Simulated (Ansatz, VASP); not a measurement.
FeB4: VASP beside Ansatz

File INCAR:

```
ALGO = Normal ; EDIFF = 1E-6
ENCUT = 520 ; ISIF = 2
ISMEAR = 0 ; LASPH = T
LCHARG = T ; LELF = T
LREAL = F ; LVHAR = T
LWAVE = F ; NBANDS = 31
NELM = 100 ; PREC = Accurate
SIGMA = 0.1
```

File KPOINTS:

```
k-points
0
Gamma
  8 8 12
```

Contents of POSCAR:

```
FeB4
1.0
    4.4308716790      0.0000000000      0.0000000000
    0.0000000000      5.2210312399      0.0000000000
    0.0000000000      0.0000000000      2.9652170551
Fe B
2 8
Direct
    0.0000000000      0.0000000000      0.0000000000
    0.5000000000      0.5000000000      0.5000000000
    0.2502568012      0.3125978090      0.0000000000
    0.7497431988      0.6874021910      0.0000000000
    0.7502568012      0.1874021910      0.5000000000
    0.2497431988      0.8125978090      0.5000000000
    0.3384512850      0.1264317943      0.5000000000
    0.6615487150      0.8735682057      0.5000000000
    0.8384512850      0.3735682057      0.0000000000
    0.1615487150      0.6264317943      0.0000000000
```

Input for Ansatz:

```yaml
crystal:
  lattice:
    - [4.430871679, 0.0, 0.0]
    - [0.0, 5.2210312399, 0.0]
    - [0.0, 0.0, 2.9652170551]
  atoms:
    - { symbol: Fe, position: [0.0, 0.0, 0.0] }
    - { symbol: Fe, position: [0.5, 0.5, 0.5] }
    - { symbol: B, position: [0.2502568012, 0.312597809, 0.0] }
    - { symbol: B, position: [0.7497431988, 0.687402191, 0.0] }
    - { symbol: B, position: [0.7502568012, 0.187402191, 0.5] }
    - { symbol: B, position: [0.2497431988, 0.812597809, 0.5] }
    - { symbol: B, position: [0.338451285, 0.1264317943, 0.5] }
    - { symbol: B, position: [0.661548715, 0.8735682057, 0.5] }
    - { symbol: B, position: [0.838451285, 0.3735682057, 0.0] }
    - { symbol: B, position: [0.161548715, 0.6264317943, 0.0] }
basis:
  ecutwfc: 420
kpoints:
  mp_grid: { grid: [8, 8, 12] }
  band_path:
    path:
      - [[0.0, 0.0, 0.0], [0.5, 0.0, 0.0], [0.5, 0.5, 0.0], [0.0, 0.5, 0.0], [0.0, 0.0, 0.0], [0.0, 0.0, 0.5], [0.5, 0.0, 0.5], [0.5, 0.5, 0.5], [0.0, 0.5, 0.5], [0.0, 0.0, 0.5]]
      - [[0.5, 0.0, 0.0], [0.5, 0.0, 0.5]]
      - [[0.0, 0.5, 0.0], [0.0, 0.5, 0.5]]
      - [[0.5, 0.5, 0.0], [0.5, 0.5, 0.5]]
    npoints: 14
hamiltonian:
  xc: lda
scf:
  occupations: { method: gaussian, width: 0.1 }
  n_extra_bands: 25
output:
  forces: true
  stress: true
  eigenvalues: true
  populations: true
  dos: { projected: true, de: 0.02, nscf_kmesh: { grid: [12, 12, 18] } }
  bader: true
  write_density: true
  write_potential: true
  elf: true
  volumetric_format: npy
```

Alike in both runs: task single point; functional LDA; k mesh 8 × 8 × 12; occupations gaussian, width 0.1 eV; no spin polarisation.

|  | VASP | Ansatz |
| --- | --- | --- |
| version | VASP 6.6.1 | Ansatz 0.2.0 |
| potentials or method | VASP PAW LDA potentials, release 64 (Fe, B), cutoff 520 eV | scalar-relativistic, plane waves, PAW |
| valence electrons in the cell | 40 | 56 |

VASP gave:

| Property | Result |
| --- | --- |
| gap on the k mesh at the Fermi level (eV) | none |
| pressure (GPa) | 1.1 |
| traceless stress, the component that is largest in VASP (GPa) | 0.24 |
| rms of the force components (eV/Å) | 0.010 |

Question: Estimate Ansatz's values.

Answer: gap on the k mesh at the Fermi level (eV): none; pressure (GPa): 0.0; traceless stress, the component that is largest in VASP (GPa): -0.03; rms of the force components (eV/Å): 0.001.

LDA's correlation is that of Perdew and Zunger in VASP and of Perdew and Wang (1992) in Ansatz. Atom by atom the forces differ by 0.009 eV/Å (rms over components). A gap of «none» marks a metal or a gap that the smearing closes. VASP's potentials hold 40 valence electrons a cell and Ansatz's 56, so a difference there can come from the potentials and not from the codes.
